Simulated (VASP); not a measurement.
Wanted: the native input for a VASP 6.6.1 run.

- Task: single point
- Functional: PBEsol
- Potentials or basis: VASP PAW PBE potentials, release 64 (Ba_sv, Ti_sv, O)
- Cutoff: 520 eV
- k mesh: 8 × 8 × 8
- Occupations: fermi-dirac, width 0.05 eV
- Spin: no spin polarisation
- Dipole correction: no
- Further INCAR settings: ALGO = Normal; EDIFF = 1e-06; NBANDS = 28

The structure of BaTiO3 lies in POSCAR:

```
BaTiO3
1.0
    3.9841000000     -0.0398410000     -0.0398410000
   -0.0568285000      2.8085920000      2.8174295000
   -0.0000875000     -2.8655080000      2.8741705000
Ba Ti O
1 1 3
Direct
    0.0000000000      0.0000000000      0.0000000000
    0.5000000000      0.5079000000      0.5079000000
    0.0000000000      0.4921000000      0.4921000000
    0.5000000000      0.5025100000      0.9937100000
    0.5000000000      0.9937100000      0.5025100000
```

This cell differs from its parent crystal: equal xy, yz and zx shear strains of -2 %.

These files were run (other wordings do the same):

INCAR

```
PREC = Accurate
ENCUT = 520
EDIFF = 1E-6
ISMEAR = -1
SIGMA = 0.05
LREAL = False
LASPH = True
NELM = 80
ALGO = Normal
ISIF = 2
LWAVE = False
LCHARG = True
GGA = PS
LELF = True
LVHAR = True
NBANDS = 28
```

KPOINTS

```
Automatic mesh
0
Gamma
  8 8 8
```

Potentials or basis: VASP PAW PBE potentials, release 64 (Ba_sv, Ti_sv, O).

The run is started by

```bash
$ cat potpaw_PBE.64/Ba_sv/POTCAR potpaw_PBE.64/Ti_sv/POTCAR potpaw_PBE.64/O/POTCAR > POTCAR
$ mpirun -np 1 vasp_std > vasp.out
```

Results of the run:

- Pressure: -2.4 GPa
- Largest force: 0.237 eV/Å
- Band gap on the k mesh: 1.68 eV, indirect (least direct gap 1.83 eV)

Caveat: the cell differs from its parent crystal (equal xy, yz and zx shear strains of -2 %); the PAW data sets were made with another functional, which shifts forces and pressure a little; spin-orbit coupling is left out, which moves the levels of the heavy elements.

Wall time 3.1 min on 1 thread of Intel(R) Xeon(R) 6975P-C (Granite Rapids), with other jobs on the host, peak memory 0.52 GiB.
